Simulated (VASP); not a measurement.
AsPdS, 12 atoms in the cell. Symmetry: P2_13, No. 198, cubic system. Conventional cell: a = 5.916 Å, b = 5.916 Å, c = 5.916 Å, α = 90.00°, β = 90.00°, γ = 90.00°. Pd (site symmetry 3) has 3 As at 2.48 Å and 3 S at 2.49 Å within 3.3 Å. Within 3.0 Å of As (site symmetry 3) lie 1 S at 2.26 Å and 3 Pd at 2.48 Å. S (site symmetry 3) has 1 As at 2.26 Å and 3 Pd at 2.49 Å within 3.0 Å. 

| Quantity | Value |
| --- | --- |
| Program | VASP 6.6.1 |
| Task | single point |
| Functional | r2SCAN |
| Potentials or basis | VASP PAW PBE potentials, release 64 (Pd, As, S) |
| Cutoff | 520 eV |
| k mesh | 6 × 6 × 6 |
| Occupations | fermi-dirac, width 0.1 eV |
| Spin | no spin polarisation |
| Dipole correction | no |
| Further INCAR settings | ALGO = Normal; EDIFF = 1e-06; NBANDS = 54 |

Potentials or basis: VASP PAW PBE potentials, release 64 (Pd, As, S).

Run with:

```sh
$ cat potpaw_PBE.64/Pd/POTCAR potpaw_PBE.64/As/POTCAR potpaw_PBE.64/S/POTCAR > POTCAR
$ cp INCAR.step1 INCAR
$ mpirun -np 1 vasp_std > vasp.out
$ cp INCAR.step2 INCAR
$ mpirun -np 1 vasp_std > vasp.out
```

Hardware: 1 thread of Intel(R) Xeon(R) 6975P-C (Granite Rapids), with other jobs on the host.

Q: Estimate the wall time of this run.

A: It took 10 min on 1 thread of Intel(R) Xeon(R) 6975P-C (Granite Rapids), on a shared host, peak memory 0.49 GiB. Counts: k points 24.
